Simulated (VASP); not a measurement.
# Au (Pm-3m) in VASP: further runs

The runs below take Au through single point, with r2SCAN.

Everything below comes from runs of VASP 6.6.1. Logs are shortened: lines on timing, memory, paths and dates and some standing lists are left out, and cuts for length are marked.

## 1. The cell of the first run

The structure is cubic, space group Pm-3m (No. 221). Conventional cell: a = 2.534 Å, b = 2.534 Å, c = 2.534 Å, α = 90.00°, β = 90.00°, γ = 90.00°. Within 3.3 Å of Au (site symmetry m-3m) lie 6 Au at 2.53 Å.

## 2. Single point, r2SCAN

POSCAR

```
Au
1.0
    2.5336331923      0.0000000000      0.0000000000
    0.0000000000      2.5336331923      0.0000000000
    0.0000000000      0.0000000000      2.5336331923
Au
1
Direct
    0.0000000000      0.0000000000      0.0000000000
```

INCAR.step1

```
PREC = Accurate ; ENCUT = 520
ISMEAR = 0 ; SIGMA = 0.05
LREAL = F ; LASPH = T
NELM = 80 ; NBANDS = 12
GGA = PE ; ALGO = Normal
EDIFF = 1E-4 ; LWAVE = T
LCHARG = F
```

INCAR.step2

```
PREC = Accurate ; ENCUT = 520
EDIFF = 1E-6 ; ISMEAR = 0
SIGMA = 0.05 ; LREAL = F
LASPH = T ; NELM = 80
ALGO = Normal ; ISIF = 2
LWAVE = F ; LCHARG = T
METAGGA = R2SCAN ; LMIXTAU = T
LELF = T ; LVHAR = T
NBANDS = 12 ; ISTART = 1
```

KPOINTS

```
regular mesh
0
Gamma
  8 8 8
```

Potentials or basis: VASP PAW PBE potentials, release 64 (Au).

Run with:

```sh
$ cat potpaw_PBE.64/Au/POTCAR > POTCAR
$ cp INCAR.step1 INCAR
$ mpirun -np 1 vasp_std > vasp.out
$ cp INCAR.step2 INCAR
$ mpirun -np 1 vasp_std > vasp.out
```

OUTCAR:

```text
PREC = Accurate
   ENCUT = 520
   EDIFF = 1E-6
   ISMEAR = 0
   LREAL = F
   LASPH = T
   NELM = 80
   ISIF = 2
   METAGGA = R2SCAN
   ISTART = 1

 ion  position               nearest neighbor table
   1  0.000  0.000  0.000-

  LATTYP: Found a simple cubic cell.
 ALAT       =     2.5336331923

  Lattice vectors:

 A1 = (   2.5336331923,   0.0000000000,   0.0000000000)
 A2 = (   0.0000000000,   2.5336331923,   0.0000000000)
 A3 = (   0.0000000000,   0.0000000000,   2.5336331923)

Analysis of symmetry for initial positions (statically):
=====================================================================
 Subroutine PRICEL returns:
 Original cell was already a primitive cell.

 Routine SETGRP: Setting up the symmetry group for a
 simple cubic supercell.

 Subroutine GETGRP returns: Found 48 space group operations
 (whereof 48 operations were pure point group operations)
 out of a pool of 48 trial point group operations.

The static configuration has the point symmetry O_h .

Analysis of symmetry for dynamics (positions and initial velocities):
=====================================================================
 Subroutine PRICEL returns:
 Original cell was already a primitive cell.

 Routine SETGRP: Setting up the symmetry group for a
 simple cubic supercell.

 Subroutine GETGRP returns: Found 48 space group operations
 (whereof 48 operations were pure point group operations)
 out of a pool of 48 trial point group operations.

The dynamic configuration has the point symmetry O_h .

 Subroutine INISYM returns: Found 48 space group operations
 (whereof 48 operations are pure point group operations),
 and found     1 'primitive' translations

----------------------------------------------------------------------------------------

                                     Primitive cell

  volume of cell :      16.2641

  direct lattice vectors                    reciprocal lattice vectors
     2.533633192  0.000000000  0.000000000     0.394690124  0.000000000  0.000000000
     0.000000000  2.533633192  0.000000000     0.000000000  0.394690124  0.000000000
     0.000000000  0.000000000  2.533633192     0.000000000  0.000000000  0.394690124

  length of vectors
     2.533633192  2.533633192  2.533633192     0.394690124  0.394690124  0.394690124

  position of ions in fractional coordinates (direct lattice)
     0.000000000  0.000000000  0.000000000

  ion indices of the primitive-cell ions
   primitive index   ion index
                 1           1

----------------------------------------------------------------------------------------

 KPOINTS: regular mesh

Automatic generation of k-mesh.
 Grid dimensions read from file:
 generate k-points for:    8    8    8

 Generating k-lattice:

  Cartesian coordinates                     Fractional coordinates (reciprocal lattice)
     0.049336266  0.000000000  0.000000000     0.125000000  0.000000000  0.000000000
     0.000000000  0.049336266  0.000000000     0.000000000  0.125000000  0.000000000
     0.000000000  0.000000000  0.049336266     0.000000000  0.000000000  0.125000000

  Length of vectors
     0.049336266  0.049336266  0.049336266

  Shift w.r.t. Gamma in fractional coordinates (k-lattice)
     0.000000000  0.000000000  0.000000000

 Subroutine IBZKPT returns following result:
 ===========================================

 Found     35 irreducible k-points:

 Following reciprocal coordinates:
            Coordinates               Weight
  0.000000  0.000000  0.000000      1.000000
  0.125000  0.000000  0.000000      6.000000
  0.250000  0.000000  0.000000      6.000000
  0.375000  0.000000  0.000000      6.000000
  0.500000  0.000000  0.000000      3.000000
  0.125000  0.125000  0.000000     12.000000
[... 16 lines left out ...]
  0.375000  0.375000  0.125000     24.000000
  0.500000  0.375000  0.125000     24.000000
 [... further k-points ...]
   k-points           NKPTS =     35   k-points in BZ     NKDIM =     35   number of bands    NBANDS=     12
   number of dos      NEDOS =    301   number of ions     NIONS =      1
   total plane-waves  NPLWV =   8000
   dimension x,y,z NGX =    20 NGY =   20 NGZ =   20
   dimension x,y,z NGXF=    40 NGYF=   40 NGZF=   40
   ions per type =               1
   NGX,Y,Z   is equivalent  to a cutoff of  13.12, 13.12, 13.12 a.u.
   NGXF,Y,Z  is equivalent  to a cutoff of  26.25, 26.25, 26.25 a.u.
 SYSTEM =  unknown system
   PREC   = accura    normal or accurate (medium, high low for compatibility)
   ISTART =      1    job   : 0-new  1-cont  2-samecut
   ICHARG =      0    charge: 1-file 2-atom 10-const
   ISPIN  =      1    spin polarized calculation?
   LNONCOLLINEAR =      F non collinear calculations
   LSORBIT =      F    spin-orbit coupling
   LASPH  =      T    aspherical Exc in radial PAW
   ENCUT  =  520.0 eV  38.22 Ry    6.18 a.u.   4.71  4.71  4.71*2*pi/ulx,y,z
   NELM   =     80;   NELMIN=  2; NELMDL=  0     # of ELM steps
   EDIFF  = 0.1E-05   stopping-criterion for ELM
   LREAL  =      F    real-space projection
   EDIFFG = 0.1E-04   stopping-criterion for IOM
   NSW    =      0    number of steps for IOM
   IBRION =     -1    ionic relax: 0-MD 1-quasi-New 2-CG
   NFREE  =      0    steps in history (QN), initial steepest desc. (CG)
   ISIF   =      2    stress and relaxation
   ISYM   =      2    0-nonsym 1-usesym 2-fastsym
   POTIM  = 0.5000    time-step for ionic-motion
   TEBEG  =    0.0;   TEEND  =   0.0 temperature during run
   PSTRESS=    0.0 pullay stress
   NELECT =      11.0000    total number of electrons
   NUPDOWN=      -1.0000    fix difference up-down
   EMIN   =  10.00;   EMAX   =-10.00  energy-range for DOS
   EFERMI =   0.00;   METHOD = LEGACY
   ISMEAR =     0;   SIGMA  =   0.05  broadening in eV -4-tet -1-fermi 0-gaus
   EFERMI_NEDOS =   21; number of points for ismear=-14 and -15
   IALGO  =     38    algorithm
   IMIX   =      4    mixing-type and parameters
     AMIX     =   0.40;   BMIX     =  1.00
     AMIX_MAG =   1.60;   BMIX_MAG =  1.00
  volume/ion in A,a.u.               =      16.26       109.76
  Fermi-wavevector in a.u.,A,eV,Ry     =   1.437017  2.715569 28.096284  2.065019
  Thomas-Fermi vector in A             =   2.556141
   LORBIT       =      0    0 simple, 1 ext, 2 COOP (PROOUT), +10 PAW based schemes
   METAGGA = R2SCAN    functional components
   LHFCALC =     F    Hartree Fock is set to
   AEXX    =    0.0000 exact exchange contribution
   IVDW    =     0    specifies the selected vdW correction
   LEPSILON=     F    determine dielectric tensor
   LRPA    =     F    only Hartree local field effects (RPA)
 non-spin polarized calculation
 Gauss-broadening in eV      SIGMA  =   0.05
  energy-cutoff  :      520.00
  volume of cell :       16.26
 maximum number of plane-waves:       461
 NGX is ok and might be reduce to    20
   NGX =  9   NGY =  9   NGZ =  9

 number of electron      11.0000002 magnetization

 Free energy of the ion-electron system (eV)
  ---------------------------------------------------
  ext. energy  EPLUGINS =         0.00000000
  ---------------------------------------------------
  free energy    TOTEN  =       -49.95725924 eV

  energy without entropy =      -49.95675338  energy(sigma->0) =      -49.95700631

 E-fermi :   9.9571     XC(G=0): -13.8179

 val. band max:        9.8993006758   @ k =   0.3750   0.3750   0.0000
 cond. band min:       9.9774863356   @ k =   0.5000   0.5000   0.0000
 fundamental gap:      0.0781856598
 Fermi energy:         9.9571326940

 k-point     1 :       0.0000    0.0000    0.0000
  band No.  band energies     occupation
      1      -0.4657      2.00000
      2       1.8101      2.00000
      3       1.8101      2.00000
      4       8.1473      2.00000
      5       8.1473      2.00000
      6       8.1473      2.00000
      7      25.6556      0.00000
      8      25.6556      0.00000
      9      25.6556      0.00000
     10      32.1837      0.00000
     11      34.9189      0.00000
     12      34.9189      0.00000

 k-point     2 :       0.1250    0.0000    0.0000
  band No.  band energies     occupation
      1      -0.0066      2.00000
      2       1.8936      2.00000
      3       2.2760      2.00000
      4       7.7546      2.00000
      5       7.7546      2.00000
      6       8.1792      2.00000
      7      22.9423      0.00000
      8      26.4799      0.00000
      9      26.4799      0.00000
     10      32.7154      0.00000
     11      33.2775      0.00000
     12      37.1612      0.00000

 k-point     3 :       0.2500    0.0000    0.0000
  band No.  band energies     occupation
      1       0.9355      2.00000
      2       2.1014      2.00000
      3       3.8822      2.00000
      4       6.9036      2.00000
      5       6.9036      2.00000
      6       8.2568      2.00000
      7      18.8637      0.00000
      8      28.5181      0.00000
      9      28.5181      0.00000
     10      29.8458      0.00000
     11      33.1075      0.00000
     12      40.5074      0.00000
[... 286 lines left out ...]
 k-point    23 :       0.3750    0.3750    0.1250
  band No.  band energies     occupation
      1       2.5697      2.00000
      2       3.5246      2.00000
      3       5.6989      2.00000
      4       5.7544      2.00000
      5       7.7553      2.00000
      6      10.5978      0.00000
      7      17.4737      0.00000
      8      21.2689      0.00000
      9      26.0765      0.00000
     10      30.2981      0.00000
     11      33.7026      0.00000
     12      35.2587      0.00000

 k-point    24 :       0.5000    0.3750    0.1250
  band No.  band energies     occupation
      1       2.2510      2.00000
      2       3.6637      2.00000
      3       5.4492      2.00000
      4       5.8024      2.00000
      5       8.4281      2.00000
      6      14.0834      0.00000
      7      14.1208      0.00000
      8      21.9045      0.00000
      9      24.0055      0.00000
     10      30.8956      0.00000
     11      33.1464      0.00000
     12      34.1765      0.00000

 [... further k-points ...]
[... 5 lines left out ...]
  --------------------------------------------------------------------------------------
  -------------------------------------------------------------------------------------
  Total        4.6303574      4.6303574      4.6303574      0.0000000      0.0000000     -0.0000000
  in kB      456.1354982    456.1354982    456.1354982      0.0000000      0.0000000     -0.0000000
  external PRESSURE =     456.1354982 kB  Pullay stress =       0.0000000 kB

 VOLUME and BASIS-vectors are now :
 -----------------------------------------------------------------------------
  energy-cutoff  :      520.00
  volume of cell :       16.26
      direct lattice vectors                 reciprocal lattice vectors
     2.533633192  0.000000000  0.000000000     0.394690124  0.000000000  0.000000000
     0.000000000  2.533633192  0.000000000     0.000000000  0.394690124  0.000000000
     0.000000000  0.000000000  2.533633192     0.000000000  0.000000000  0.394690124

 POSITION                                       TOTAL-FORCE (eV/Angst)
 -----------------------------------------------------------------------------------
      0.00000      0.00000      0.00000         0.000000      0.000000      0.000000
 -----------------------------------------------------------------------------------
    total drift:                                0.000000      0.000000      0.000000

  FREE ENERGIE OF THE ION-ELECTRON SYSTEM (eV)
  ---------------------------------------------------
  free  energy   TOTEN  =       -49.9572592441 eV

  energy  without entropy=      -49.9567533785  energy(sigma->0) =      -49.95700631
```

It took 11 s on 1 thread of Intel Xeon 6975P-C (Granite Rapids), shared host; peak memory 0.13 GiB.

What came out:

| Item | Value |
| --- | --- |
| Free energy | -49.9573 eV |
| Pressure | 45.6 GPa |

Levels at points of the mesh, in eV from the Fermi level:
```
           k point  band 3  band 4  band 5  band 6  band 7  band 8  band 9  band 10
(0.00, 0.00, 0.00)   -8.15   -1.81   -1.81   -1.81   15.70   15.70   15.70    22.23
(0.50, 0.00, 0.00)   -4.09   -4.09   -1.59   -1.57    3.22   17.24   20.57    22.14
(0.50, 0.50, 0.00)   -3.68   -3.68    0.02    3.88    3.88    9.21   13.47    22.63
(0.50, 0.50, 0.50)   -7.20    0.17    0.17    9.98    9.98    9.98   10.06    17.40
```

Caveat: the PAW data sets were made with another functional, which shifts forces and pressure a little; spin-orbit coupling is left out, which moves the levels of the heavy elements.

## 3. Single point, r2SCAN

This run uses another cell than the first one, of 17.13 Å³/atom, 1.053 times its volume.

POSCAR

```
Au
1.0
    2.5776246386      0.0000000000      0.0000000000
    0.0000000000      2.5776246386      0.0000000000
    0.0000000000      0.0000000000      2.5776246386
Au
1
Direct
    0.0000000000      0.0000000000      0.0000000000
```

INCAR.step1

```
SYSTEM = Au
  PREC = Accurate
  ENCUT = 520
  ISMEAR = 0
  SIGMA = 0.05
  LREAL = .FALSE.
  LASPH = .TRUE.
  NELM = 80
  NBANDS = 12
  GGA = PE
  ALGO = Normal
  EDIFF = 1E-4
  LWAVE = .TRUE.
  LCHARG = .FALSE.
```

INCAR.step2

```
SYSTEM = Au
  PREC = Accurate
  ENCUT = 520
  EDIFF = 1E-7
  ISMEAR = 0
  SIGMA = 0.05
  LREAL = .FALSE.
  LASPH = .TRUE.
  NELM = 80
  ALGO = Normal
  ISIF = 2
  LWAVE = .FALSE.
  LCHARG = .FALSE.
  METAGGA = R2SCAN
  LMIXTAU = .TRUE.
  NBANDS = 12
  ISTART = 1
```

KPOINTS

```
Automatic mesh
0
G
  8 8 8
  0 0 0
```

Potentials or basis: VASP PAW PBE potentials, release 64 (Au).

Run with:

```sh
$ cat potpaw_PBE.64/Au/POTCAR > POTCAR
$ cp INCAR.step1 INCAR
$ mpirun -np 1 vasp_std > vasp.out
$ cp INCAR.step2 INCAR
$ mpirun -np 1 vasp_std > vasp.out
```

Wall time 11 s (1 thread of Intel Xeon 6975P-C (Granite Rapids), shared host); peak memory 0.13 GiB.

Results (log left out):

- Free energy: -50.1600 eV
- Pressure: 30.4 GPa

Levels at points of the mesh, in eV from the Fermi level:
| k point | band 2 | band 3 | band 4 | band 5 | band 6 | band 7 | band 8 | band 9 |
| --- | --- | --- | --- | --- | --- | --- | --- | --- |
| (0.00, 0.00, 0.00) | -7.58 | -7.58 | -1.75 | -1.75 | -1.75 | 15.44 | 15.44 | 15.44 |
| (0.50, 0.00, 0.00) | -7.03 | -3.82 | -3.82 | -1.55 | -1.27 | 2.96 | 17.28 | 20.30 |
| (0.50, 0.50, 0.00) | -6.48 | -3.45 | -3.45 | -0.06 | 3.93 | 3.93 | 8.60 | 13.13 |
| (0.50, 0.50, 0.50) | -6.69 | -6.69 | 0.08 | 0.08 | 9.69 | 9.69 | 9.69 | 10.24 |

Caveat: the PAW data sets were made with another functional, which shifts forces and pressure a little; spin-orbit coupling is left out, which moves the levels of the heavy elements.

## 4. Single point, r2SCAN

This run uses another cell than the first one, of 18.39 Å³/atom, 1.131 times its volume.

POSCAR

```
Au
1.0
    2.6397658080      0.0000000000      0.0000000000
    0.0000000000      2.6397658080      0.0000000000
    0.0000000000      0.0000000000      2.6397658080
Au
1
Direct
    0.0000000000      0.0000000000      0.0000000000
```

INCAR.step1

```
SYSTEM = Au
  ALGO = Normal
  EDIFF = 1E-4
  ENCUT = 520
  GGA = PE
  ISMEAR = 0
  LASPH = .TRUE.
  LCHARG = .FALSE.
  LREAL = .FALSE.
  LWAVE = .TRUE.
  NBANDS = 12
  NELM = 100
  PREC = Accurate
  SIGMA = 0.05
```

INCAR.step2

```
SYSTEM = Au
  ALGO = Normal
  EDIFF = 1E-6
  ENCUT = 520
  ISIF = 2
  ISMEAR = 0
  ISTART = 1
  LASPH = .TRUE.
  LCHARG = .FALSE.
  LMIXTAU = .TRUE.
  LREAL = .FALSE.
  LWAVE = .FALSE.
  METAGGA = R2SCAN
  NBANDS = 12
  NELM = 100
  PREC = Accurate
  SIGMA = 0.05
```

KPOINTS

```
k-points
0
G
  8 8 8
  0 0 0
```

Run with:

```sh
$ cat potpaw_PBE.64/Au/POTCAR > POTCAR
$ cp INCAR.step1 INCAR
$ mpirun -np 1 vasp_std > vasp.out
$ cp INCAR.step2 INCAR
$ mpirun -np 1 vasp_std > vasp.out
```

Wall time 12 s (1 thread of Intel Xeon 6975P-C (Granite Rapids), shared host); peak memory 0.13 GiB.

Results (log left out):

| Property | Result |
| --- | --- |
| Free energy | -50.3387 eV |
| Pressure | 15.5 GPa |

Levels at points of the mesh, in eV from the Fermi level:
```
           k point  band 2  band 3  band 4  band 5  band 6  band 7  band 8  band 9
(0.00, 0.00, 0.00)   -6.95   -6.95   -1.74   -1.74   -1.74   14.97   14.97   14.97
(0.50, 0.00, 0.00)   -6.46   -3.57   -3.57   -1.57   -0.97    2.56   17.18   19.83
(0.50, 0.50, 0.00)   -5.98   -3.25   -3.25   -0.24    3.91    3.91    7.74   12.58
(0.50, 0.50, 0.50)   -6.11   -6.11   -0.12   -0.12    9.24    9.24    9.24   10.35
```

Caveat: the PAW data sets were made with another functional, which shifts forces and pressure a little; spin-orbit coupling is left out, which moves the levels of the heavy elements.

## 5. Single point, r2SCAN

This run uses another cell than the first one, of 20.19 Å³/atom, 1.241 times its volume.

POSCAR

```
Au
1.0
    2.7230521984      0.0000000000      0.0000000000
    0.0000000000      2.7230521984      0.0000000000
    0.0000000000      0.0000000000      2.7230521984
Au
1
Direct
    0.0000000000      0.0000000000      0.0000000000
```

INCAR.step1

```
SYSTEM = Au
PREC     = Accurate       ! precision mode
ENCUT    = 520            ! plane-wave cutoff, eV
ISMEAR   = 0              ! smearing method
SIGMA    = 0.05           ! smearing width, eV
LREAL    = .False.        ! projectors in reciprocal space
LASPH    = .True.         ! aspherical terms in the spheres
NELM     = 60             ! most SCF steps
NBANDS   = 12             ! bands
GGA      = PE             ! functional
ALGO     = Normal         ! electronic algorithm
EDIFF    = 1E-4           ! SCF threshold, eV
LWAVE    = .True.         ! write WAVECAR
LCHARG   = .False.        ! write CHGCAR
```

INCAR.step2

```
SYSTEM = Au
PREC     = Accurate       ! precision mode
ENCUT    = 520            ! plane-wave cutoff, eV
EDIFF    = 1E-6           ! SCF threshold, eV
ISMEAR   = 0              ! smearing method
SIGMA    = 0.05           ! smearing width, eV
LREAL    = .False.        ! projectors in reciprocal space
LASPH    = .True.         ! aspherical terms in the spheres
NELM     = 60             ! most SCF steps
ALGO     = Normal         ! electronic algorithm
ISIF     = 2              ! what is computed and relaxed
LWAVE    = .False.        ! write WAVECAR
LCHARG   = .False.        ! write CHGCAR
METAGGA  = R2SCAN         ! meta-GGA
LMIXTAU  = .True.       
NBANDS   = 12             ! bands
ISTART   = 1
```

KPOINTS

```
Automatic mesh
0
Gamma
  8 8 8
  0 0 0
```

Run with:

```sh
$ cat potpaw_PBE.64/Au/POTCAR > POTCAR
$ cp INCAR.step1 INCAR
$ mpirun -np 1 vasp_std > vasp.out
$ cp INCAR.step2 INCAR
$ mpirun -np 1 vasp_std > vasp.out
```

It took 12 s on 1 thread of Intel Xeon 6975P-C (Granite Rapids), shared host; peak memory 0.13 GiB.

The run converged. Its results:

| Quantity | Value |
| --- | --- |
| Free energy | -50.4203 eV |
| Pressure | 0.3 GPa |

Levels at points of the mesh, in eV from the Fermi level:
```tsv
k point	band 2	band 3	band 4	band 5	band 6	band 7	band 8	band 9
(0.00, 0.00, 0.00)	-6.21	-6.21	-1.75	-1.75	-1.75	14.44	14.44	14.44
(0.50, 0.00, 0.00)	-5.79	-3.29	-3.29	-1.61	-0.53	2.09	17.08	19.26
(0.50, 0.50, 0.00)	-5.40	-3.02	-3.02	-0.46	3.95	3.95	6.75	11.98
(0.50, 0.50, 0.50)	-5.44	-5.44	-0.36	-0.36	8.76	8.76	8.76	10.53
```

Caveat: the PAW data sets were made with another functional, which shifts forces and pressure a little; spin-orbit coupling is left out, which moves the levels of the heavy elements.

## 6. Overview

| cell | gap on the mesh (eV) | pressure (GPa) |
| --- | --- | --- |
| a = 2.534 Å, 1 atom | none | 45.6 |
| a = 2.578 Å, 1 atom | none | 30.4 |
| a = 2.640 Å, 1 atom | none | 15.5 |
| a = 2.723 Å, 1 atom | none | 0.3 |

Alike in all rows: task single point; level r2SCAN; potentials or basis VASP PAW PBE potentials, release 64 (Au); no spin polarisation; k mesh 8 × 8 × 8; cutoff (eV) 520; smearing gaussian 0.05 eV.

Caveats: the PAW data sets were made with another functional, which shifts forces and pressure a little; spin-orbit coupling is left out, which moves the levels of the heavy elements.

Total energies depend on the potentials used, so only differences within one code and one set of settings carry meaning.
